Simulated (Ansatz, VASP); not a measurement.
## SnSe: VASP beside Ansatz

```xyz
4
Lattice="4.2853 0.0000 0.0000 0.0000 4.2853 0.0000 0.0000 0.0000 10.9907" Properties=species:S:1:pos:R:3 pbc="T T T"
Sn    2.1427    0.0000    3.9943
Sn    0.0000    2.1427    6.9963
Se    2.1427    0.0000    6.6707
Se    0.0000    2.1427    4.3200
```

Change from the starting cell: mode 8 (56.1 1/cm) frozen in, largest displacement -0.100 Å.

Alike in both runs: task single point; functional LDA; k mesh 6 × 6 × 4; occupations gaussian, width 0.05 eV; no spin polarisation.

|  | VASP | Ansatz |
| --- | --- | --- |
| version | VASP 6.6.1 | Ansatz 0.2.0 |
| potentials or method | VASP PAW LDA potentials, release 64 (Sn_d, Se), cutoff 520 eV | scalar-relativistic, plane waves, PAW |
| valence electrons in the cell | 40 | 60 |

Ansatz gave:

```
gap on the k mesh at the Fermi level (eV) : 1.31
least direct gap on the mesh (eV)         : 1.31
rms of the force components (eV/Å)        : 0.149
```

Question: Estimate VASP's values.

Answer: gap on the k mesh at the Fermi level (eV): 1.30; least direct gap on the mesh (eV): 1.30; rms of the force components (eV/Å): 0.139.

LDA's correlation is that of Perdew and Zunger in VASP and of Perdew and Wang (1992) in Ansatz. Atom by atom the forces differ by 0.013 eV/Å (rms over components). VASP's potentials hold 40 valence electrons a cell and Ansatz's 60, so a difference there can come from the potentials and not from the codes.
